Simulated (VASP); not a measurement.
Set up this calculation in VASP 6.6.1, as the native input.

```
Task                   : relaxation of cell and atoms
Functional             : PBEsol
Potentials or basis    : VASP PAW PBE potentials, release 64 (Sb)
Cutoff                 : 600 eV
k mesh                 : 16 × 16 × 16
Occupations            : fermi-dirac, width 0.05 eV
Spin                   : no spin polarisation
Dipole correction      : no
Further INCAR settings : ALGO = Normal; EDIFF = 1e-07; IBRION = 2; EDIFFG = -0.005; NSW = 60; ISIF = 3
```

The structure of Sb lies in POSCAR:

```
Sb
1.0
   -1.9129311828      1.9129311828      1.9129311828
    1.9129311828     -1.9129311828      1.9129311828
    1.9129311828      1.9129311828     -1.9129311828
Sb
1
Direct
    0.0000000000      0.0000000000      0.0000000000
```

One way to write it, as run:

INCAR

```
SYSTEM = Sb
PREC = Accurate
ENCUT = 600
EDIFF = 1E-7
ISMEAR = -1
SIGMA = 0.05
LREAL = .FALSE.
LASPH = .TRUE.
NELM = 60
ALGO = Normal
ISIF = 3
LWAVE = .FALSE.
LCHARG = .FALSE.
GGA = PS
IBRION = 2
NSW = 60
EDIFFG = -0.005
```

KPOINTS

```
regular mesh
0
G
  16 16 16
  0 0 0
```

Potentials or basis: VASP PAW PBE potentials, release 64 (Sb).

The run is started by

```sh
$ cat potpaw_PBE.64/Sb/POTCAR > POTCAR
$ mpirun -np 1 vasp_std > vasp.out
```

It gave:

```
Relaxed volume                         : 25.94 Å³/atom
Relaxed cell                           : a = 3.230 Å, b = 3.230 Å, c = 3.230 Å, α = 109.47°, β = 109.47°, γ = 109.47°
Space group after relaxing (to 0.05 Å) : Im-3m (No. 229)
Energy gained by relaxing              : 29.9 meV/atom
Ionic steps                            : 3
Pressure after relaxing                : 0.0 GPa
```

Caveat: the PAW data sets were made with another functional, which shifts forces and pressure a little.

Wall time 34 s on 1 thread of Intel(R) Xeon(R) Platinum 8488C (Sapphire Rapids), on a shared host, peak memory 0.17 GiB.
